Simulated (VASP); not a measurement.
## InSe2: single point with PBEsol

Crystal: InSe2.

```
CELL_PARAMETERS angstrom
3.89489 0.00000 0.00000
0.00000 3.89489 0.00000
0.00000 0.00000 9.62623
ATOMIC_POSITIONS crystal
In 0.00000 0.50000 0.70647
In 0.50000 0.00000 0.29353
Se 0.00000 0.50000 0.36621
Se 0.50000 0.00000 0.63379
Se 0.00000 0.00000 0.00000
Se 0.50000 0.50000 0.00000
```

```json
{
 "Program": "VASP 6.6.1",
 "Task": "single point",
 "Functional": "PBEsol",
 "Potentials or basis": "VASP PAW PBE potentials, release 64 (In_d, Se)",
 "Cutoff": "520 eV",
 "k mesh": "10 × 10 × 4",
 "Occupations": "fermi-dirac, width 0.3 eV",
 "Spin": "no spin polarisation"
}
```

- Pressure: -2.7 GPa
- Largest force: 0.100 eV/Å
- Band gap on the k mesh: zero (band 25 reaches 5.61 eV, above the bottom of band 26 at 3.50 eV)

Forces in eV/Å, atoms in the order of the input:
```
In   0.000  0.000 -0.100
In   0.000  0.000  0.100
Se   0.000  0.000 -0.039
Se   0.000  0.000  0.039
Se   0.000  0.000  0.000
Se   0.000  0.000  0.000
```

Stress tensor (GPa, compression positive):
```
-2.95  0.00  0.00
 0.00 -2.95  0.00
 0.00  0.00 -2.09
```

Levels at points of the mesh, in eV from the Fermi level:
```csv
k point,band 21,band 22,band 23,band 24,band 25,band 26,band 27,band 28,band 29,band 30
"(0.00, 0.00, 0.00)",-2.31,-2.01,-1.65,-1.65,0.21,0.61,2.83,2.83,3.28,4.37
"(0.50, 0.00, 0.00)",-1.86,-1.86,-1.29,-1.29,-0.90,-0.90,1.74,1.74,3.07,3.07
"(0.50, 0.50, 0.00)",-3.55,-3.55,-1.50,-1.50,-1.01,-1.01,2.68,2.68,3.90,3.90
"(0.00, 0.00, 0.50)",-2.37,-1.59,-1.59,-1.16,0.21,0.66,2.05,2.83,2.83,3.50
"(0.50, 0.00, 0.50)",-1.64,-1.64,-0.93,-0.93,-0.91,-0.91,1.17,1.17,3.45,3.45
"(0.50, 0.50, 0.50)",-3.39,-3.39,-1.75,-1.75,-1.40,-1.40,3.52,3.52,4.45,4.45
```

Wall time 4.8 min on 1 thread of Intel Xeon 6975P-C, with other jobs on the host, peak memory 0.41 GiB.

Caveat: the PAW data sets were made with another functional, which shifts forces and pressure a little; spin-orbit coupling is left out, which moves the levels of the heavy elements.
